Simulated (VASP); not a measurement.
# LiCl (I4/mmm) in VASP: a series of runs

LiCl is run at these levels: PBE; tasks: single point.

All numbers are computed with VASP 6.6.1; they aren't measurements. Logs are shortened: lines on timing, memory, paths and dates and some standing lists are left out, and cuts for length are marked.

### Step 1. The cell of the first run

Symmetry: I4/mmm, No. 139, tetragonal system. The conventional cell has a = 3.482 Å, b = 3.482 Å, c = 5.130 Å, α = 90.00°, β = 90.00°, γ = 90.00°. Li (site symmetry 4/mmm) has 6 Cl at 2.46 to 2.56 Å within 3.3 Å. Cl (site symmetry 4/mmm) has 6 Li at 2.46 to 2.56 Å within 3.3 Å.

### Step 2. Single point, PBE (strain -0.0400 x Voigt [1, 1, 0, 0, 0, 0])

Contents of INCAR:

```
SYSTEM = LiCl
ALGO = Normal
EDIFF = 1E-6
ENCUT = 520
GGA = PE
ISIF = 2
ISMEAR = 0
LASPH = .TRUE.
LCHARG = .FALSE.
LREAL = .FALSE.
LWAVE = .FALSE.
NBANDS = 12
NELM = 60
PREC = Accurate
SIGMA = 0.05
```

Contents of KPOINTS:

```
k-points
0
G
  8 8 8
  0 0 0
```

Contents of POSCAR:

```
LiCl
1.0
    0.0000000000      2.4621696000      2.5647600000
    2.4621696000      0.0000000000      2.5647600000
    2.4621696000      2.4621696000      0.0000000000
Li Cl
1 1
Direct
    0.0000000000      0.0000000000      0.0000000000
    0.5000000000      0.5000000000      0.5000000000
```

Potentials or basis: VASP PAW PBE potentials, release 64 (Li_sv, Cl).

Started as:

```
$ cat potpaw_PBE.64/Li_sv/POTCAR potpaw_PBE.64/Cl/POTCAR > POTCAR
$ mpirun -np 1 vasp_std > vasp.out
```

OUTCAR:

```text
SYSTEM = LiCl
   EDIFF = 1E-6
   ENCUT = 520
   GGA = PE
   ISIF = 2
   ISMEAR = 0
   LASPH = .TRUE.
   LREAL = .FALSE.
   NELM = 60
   PREC = Accurate

 ion  position               nearest neighbor table
   1  0.000  0.000  0.000-   2 2.46   2 2.46   2 2.46   2 2.46   2 2.56   2 2.56
   2  0.500  0.500  0.500-   1 2.46   1 2.46   1 2.46   1 2.46   1 2.56   1 2.56

  LATTYP: Found a body centered tetragonal cell.
 ALAT       =     3.4820336412
 C/A-ratio  =     1.4731391275

  Lattice vectors:

 A1 = (  -2.4621696000,   0.0000000000,   2.5647600000)
 A2 = (   2.4621696000,   0.0000000000,   2.5647600000)
 A3 = (   0.0000000000,   2.4621696000,  -2.5647600000)

Analysis of symmetry for initial positions (statically):
=====================================================================
 Subroutine PRICEL returns:
 Original cell was already a primitive cell.

 Routine SETGRP: Setting up the symmetry group for a
 body centered tetragonal supercell.

 Subroutine GETGRP returns: Found 16 space group operations
 (whereof 16 operations were pure point group operations)
 out of a pool of 16 trial point group operations.

The static configuration has the point symmetry D_4h.

Analysis of symmetry for dynamics (positions and initial velocities):
=====================================================================
 Subroutine PRICEL returns:
 Original cell was already a primitive cell.

 Routine SETGRP: Setting up the symmetry group for a
 body centered tetragonal supercell.

 Subroutine GETGRP returns: Found 16 space group operations
 (whereof 16 operations were pure point group operations)
 out of a pool of 16 trial point group operations.

The dynamic configuration has the point symmetry D_4h.

 Subroutine INISYM returns: Found 16 space group operations
 (whereof 16 operations are pure point group operations),
 and found     1 'primitive' translations

----------------------------------------------------------------------------------------

                                     Primitive cell

  volume of cell :      31.0966

  direct lattice vectors                    reciprocal lattice vectors
     0.000000000  2.462169600  2.564760000    -0.203072932  0.203072932  0.194950015
     2.462169600  0.000000000  2.564760000     0.203072932 -0.203072932  0.194950015
     2.462169600  2.462169600  0.000000000     0.203072932  0.203072932 -0.194950015

  length of vectors
     3.555316160  3.555316160  3.482033641     0.347106237  0.347106237  0.347106237

  position of ions in fractional coordinates (direct lattice)
     0.000000000  0.000000000  0.000000000
     0.500000000  0.500000000  0.500000000

  ion indices of the primitive-cell ions
   primitive index   ion index
                 1           1
                 2           2

----------------------------------------------------------------------------------------

 KPOINTS: k-points

Automatic generation of k-mesh.
 Grid dimensions read from file:
 generate k-points for:    8    8    8

 Generating k-lattice:

  Cartesian coordinates                     Fractional coordinates (reciprocal lattice)
    -0.025384117  0.025384117  0.024368752     0.125000000  0.000000000  0.000000000
     0.025384117 -0.025384117  0.024368752     0.000000000  0.125000000  0.000000000
     0.025384117  0.025384117 -0.024368752    -0.000000000 -0.000000000  0.125000000

  Length of vectors
     0.043388280  0.043388280  0.043388280

  Shift w.r.t. Gamma in fractional coordinates (k-lattice)
     0.000000000  0.000000000  0.000000000

 Subroutine IBZKPT returns following result:
 ===========================================

 Found     59 irreducible k-points:

 Following reciprocal coordinates:
            Coordinates               Weight
  0.000000  0.000000  0.000000      1.000000
  0.125000  0.000000  0.000000      8.000000
  0.250000  0.000000  0.000000      8.000000
  0.375000  0.000000  0.000000      8.000000
  0.500000  0.000000  0.000000      4.000000
  0.125000  0.125000  0.000000      2.000000
[... 16 lines left out ...]
  0.250000  0.000000  0.125000     16.000000
  0.375000 -0.000000  0.125000     16.000000
 [... further k-points ...]
   k-points           NKPTS =     59   k-points in BZ     NKDIM =     59   number of bands    NBANDS=     12
   number of dos      NEDOS =    301   number of ions     NIONS =      2
   total plane-waves  NPLWV =  21952
   dimension x,y,z NGX =    28 NGY =   28 NGZ =   28
   dimension x,y,z NGXF=    56 NGYF=   56 NGZF=   56
   ions per type =               1   1
   NGX,Y,Z   is equivalent  to a cutoff of  13.09, 13.09, 13.37 a.u.
   NGXF,Y,Z  is equivalent  to a cutoff of  26.19, 26.19, 26.74 a.u.
 SYSTEM =  LiCl
   PREC   = accura    normal or accurate (medium, high low for compatibility)
   ISTART =      0    job   : 0-new  1-cont  2-samecut
   ICHARG =      2    charge: 1-file 2-atom 10-const
   ISPIN  =      1    spin polarized calculation?
   LNONCOLLINEAR =      F non collinear calculations
   LSORBIT =      F    spin-orbit coupling
   LASPH  =      T    aspherical Exc in radial PAW
   ENCUT  =  520.0 eV  38.22 Ry    6.18 a.u.   6.61  6.61  6.47*2*pi/ulx,y,z
   NELM   =     60;   NELMIN=  2; NELMDL= -5     # of ELM steps
   EDIFF  = 0.1E-05   stopping-criterion for ELM
   LREAL  =      F    real-space projection
   EDIFFG = 0.1E-04   stopping-criterion for IOM
   NSW    =      0    number of steps for IOM
   IBRION =     -1    ionic relax: 0-MD 1-quasi-New 2-CG
   NFREE  =      0    steps in history (QN), initial steepest desc. (CG)
   ISIF   =      2    stress and relaxation
   ISYM   =      2    0-nonsym 1-usesym 2-fastsym
   POTIM  = 0.5000    time-step for ionic-motion
   TEBEG  =    0.0;   TEEND  =   0.0 temperature during run
   PSTRESS=    0.0 pullay stress
   NELECT =      10.0000    total number of electrons
   NUPDOWN=      -1.0000    fix difference up-down
   EMIN   =  10.00;   EMAX   =-10.00  energy-range for DOS
   EFERMI =   0.00;   METHOD = LEGACY
   ISMEAR =     0;   SIGMA  =   0.05  broadening in eV -4-tet -1-fermi 0-gaus
   EFERMI_NEDOS =   21; number of points for ismear=-14 and -15
   IALGO  =     38    algorithm
   IMIX   =      4    mixing-type and parameters
     AMIX     =   0.40;   BMIX     =  1.00
     AMIX_MAG =   1.60;   BMIX_MAG =  1.00
  volume/ion in A,a.u.               =      15.55       104.93
  Fermi-wavevector in a.u.,A,eV,Ry     =   1.121598  2.119513 17.115889  1.257982
  Thomas-Fermi vector in A             =   2.258253
   LORBIT       =      0    0 simple, 1 ext, 2 COOP (PROOUT), +10 PAW based schemes
   GGA     = PE    functional components
   LHFCALC =     F    Hartree Fock is set to
   AEXX    =    0.0000 exact exchange contribution
   IVDW    =     0    specifies the selected vdW correction
   LEPSILON=     F    determine dielectric tensor
   LRPA    =     F    only Hartree local field effects (RPA)
 non-spin polarized calculation
 Gauss-broadening in eV      SIGMA  =   0.05
  energy-cutoff  :      520.00
  volume of cell :       31.10
 maximum number of plane-waves:       869
 NGX is ok and might be reduce to    28
   NGX = 13   NGY = 13   NGZ = 13

 number of electron      10.0000000 magnetization

 number of electron       9.9999993 magnetization

 Free energy of the ion-electron system (eV)
  ---------------------------------------------------
  ext. energy  EPLUGINS =         0.00000000
  ---------------------------------------------------
  free energy    TOTEN  =        -7.34886526 eV

  energy without entropy =       -7.34886526  energy(sigma->0) =       -7.34886526

 E-fermi :   1.5275     XC(G=0):  -9.0859

 val. band max:        1.2894105589   @ k =   0.0000   0.0000   0.0000
 cond. band min:       8.0537324406   @ k =   0.5000   0.0000   0.0000
 fundamental gap:      6.7643218817
 Fermi energy:         1.5275189115

 k-point     1 :       0.0000    0.0000    0.0000
  band No.  band energies     occupation
      1     -42.1683      2.00000
      2     -12.4816      2.00000
      3       1.1840      2.00000
      4       1.1840      2.00000
      5       1.2894      2.00000
      6       8.0592      0.00000
      7      12.9794      0.00000
      8      13.3578      0.00000
      9      13.3578      0.00000
     10      15.6821      0.00000
     11      15.7304      0.00000
     12      16.4022      0.00000

 k-point     2 :       0.1250    0.0000    0.0000
  band No.  band energies     occupation
      1     -42.1677      2.00000
      2     -12.3924      2.00000
      3       0.6287      2.00000
      4       1.1523      2.00000
      5       1.1965      2.00000
      6       8.5172      0.00000
      7      12.4733      0.00000
      8      12.9711      0.00000
      9      13.3841      0.00000
     10      14.3997      0.00000
     11      14.6760      0.00000
     12      16.6994      0.00000

 k-point     3 :       0.2500    0.0000    0.0000
  band No.  band energies     occupation
      1     -42.1661      2.00000
      2     -12.1630      2.00000
      3      -0.5448      2.00000
      4       1.0501      2.00000
      5       1.0809      2.00000
      6       8.7490      0.00000
      7      11.7975      0.00000
      8      12.2438      0.00000
      9      12.5956      0.00000
     10      15.3801      0.00000
     11      15.3886      0.00000
     12      17.3373      0.00000
[... 286 lines left out ...]
 k-point    23 :       0.2500    0.0000    0.1250
  band No.  band energies     occupation
      1     -42.1661      2.00000
      2     -12.1699      2.00000
      3      -0.2324      2.00000
      4       0.7990      2.00000
      5       0.9312      2.00000
      6       9.4231      0.00000
      7      11.5632      0.00000
      8      11.7886      0.00000
      9      12.9192      0.00000
     10      14.1672      0.00000
     11      16.3681      0.00000
     12      17.9879      0.00000

 k-point    24 :       0.3750   -0.0000    0.1250
  band No.  band energies     occupation
      1     -42.1647      2.00000
      2     -11.9169      2.00000
      3      -1.2500      2.00000
      4       0.6998      2.00000
      5       0.7210      2.00000
      6       9.0919      0.00000
      7      10.9315      0.00000
      8      11.9239      0.00000
      9      12.6899      0.00000
     10      15.8020      0.00000
     11      17.9532      0.00000
     12      18.8881      0.00000

 [... further k-points ...]
[... 5 lines left out ...]
  --------------------------------------------------------------------------------------
  -------------------------------------------------------------------------------------
  Total        0.8470232      0.8470232      0.4369107      0.0000000      0.0000000     -0.0000000
  in kB       43.6408539     43.6408539     22.5107837      0.0000000      0.0000000     -0.0000000
  external PRESSURE =      36.5974971 kB  Pullay stress =       0.0000000 kB

 VOLUME and BASIS-vectors are now :
 -----------------------------------------------------------------------------
  energy-cutoff  :      520.00
  volume of cell :       31.10
      direct lattice vectors                 reciprocal lattice vectors
     0.000000000  2.462169600  2.564760000    -0.203072932  0.203072932  0.194950015
     2.462169600  0.000000000  2.564760000     0.203072932 -0.203072932  0.194950015
     2.462169600  2.462169600  0.000000000     0.203072932  0.203072932 -0.194950015

 POSITION                                       TOTAL-FORCE (eV/Angst)
 -----------------------------------------------------------------------------------
      0.00000      0.00000      0.00000        -0.000000     -0.000000      0.000000
      2.46217      2.46217      2.56476         0.000000      0.000000     -0.000000
 -----------------------------------------------------------------------------------
    total drift:                                0.000000      0.000000      0.000000

  FREE ENERGIE OF THE ION-ELECTRON SYSTEM (eV)
  ---------------------------------------------------
  free  energy   TOTEN  =        -7.3488652612 eV

  energy  without entropy=       -7.3488652612  energy(sigma->0) =       -7.34886526
```

Run time: 18 s. Hardware: 1 thread of Intel Xeon Platinum 8488C (Sapphire Rapids), shared host; peak memory 0.15 GiB.

What came out:

- Free energy: -7.3489 eV
- Band gap on the k mesh: 6.76 eV, indirect (least direct gap 6.77 eV)

Levels at points of the mesh, in eV from the valence-band top:
```tsv
k point	band 2	band 3	band 4	band 5	band 6	band 7	band 8	band 9
(0.00, 0.00, 0.00)	-13.77	-0.11	-0.11	0.00	6.77	11.69	12.07	12.07
(0.50, 0.00, 0.00)	-13.09	-3.22	-0.42	-0.30	6.76	9.31	9.64	13.77
(0.50, 0.50, 0.00)	-12.84	-3.36	-1.23	-1.23	8.09	8.22	12.70	14.92
(0.50, 0.00, 0.50)	-12.75	-3.35	-1.53	-1.23	7.98	8.04	13.30	14.15
```

Caveat: the cell differs from its parent crystal (strain -0.0400 x Voigt [1, 1, 0, 0, 0, 0]); the cutoff is under 1.25 times the usual one of these potentials, so pressure, stress and relaxed cells hold a basis-set (Pulay) error.

### Step 3. Single point, PBE (strain -0.0200 x Voigt [1, 1, 0, 0, 0, 0])

Contents of INCAR:

```
SYSTEM = LiCl
PREC = Accurate
ENCUT = 520
EDIFF = 1E-6
ISMEAR = 0
SIGMA = 0.05
LREAL = .False.
LASPH = .True.
NELM = 80
ALGO = Normal
ISIF = 2
LWAVE = .False.
LCHARG = .False.
GGA = PE
NBANDS = 12
```

Contents of KPOINTS:

```
regular mesh
0
Gamma
  8 8 8
  0 0 0
```

Contents of POSCAR:

```
LiCl
1.0
    0.0000000000      2.5134648000      2.5647600000
    2.5134648000      0.0000000000      2.5647600000
    2.5134648000      2.5134648000      0.0000000000
Li Cl
1 1
Direct
    0.0000000000      0.0000000000      0.0000000000
    0.5000000000      0.5000000000      0.5000000000
```

Potentials or basis: VASP PAW PBE potentials, release 64 (Li_sv, Cl).

Started as:

```
$ cat potpaw_PBE.64/Li_sv/POTCAR potpaw_PBE.64/Cl/POTCAR > POTCAR
$ mpirun -np 1 vasp_std > vasp.out
```

Wall time 18 s (1 thread of Intel Xeon Platinum 8488C (Sapphire Rapids), shared host); peak memory 0.15 GiB.

The run converged. Its results:

```
Free energy            : -7.3755 eV
Band gap on the k mesh : 6.54 eV, direct
```

Levels at points of the mesh, in eV from the valence-band top:
| k point | band 3 | band 4 | band 5 | band 6 | band 7 | band 8 |
| --- | --- | --- | --- | --- | --- | --- |
| (0.00, 0.00, 0.00) | -0.05 | -0.05 | 0.00 | 6.54 | 11.82 | 12.00 |
| (0.50, 0.00, 0.00) | -3.01 | -0.34 | -0.28 | 6.76 | 9.40 | 9.57 |
| (0.50, 0.50, 0.00) | -3.12 | -1.17 | -1.17 | 7.98 | 8.26 | 12.56 |
| (0.50, 0.00, 0.50) | -3.12 | -1.31 | -1.16 | 7.93 | 8.17 | 12.85 |

Caveat: the cell differs from its parent crystal (strain -0.0200 x Voigt [1, 1, 0, 0, 0, 0]); the cutoff is under 1.25 times the usual one of these potentials, so pressure, stress and relaxed cells hold a basis-set (Pulay) error. A k mesh can miss the band edges.

(Part 1 of 3 ends here.)
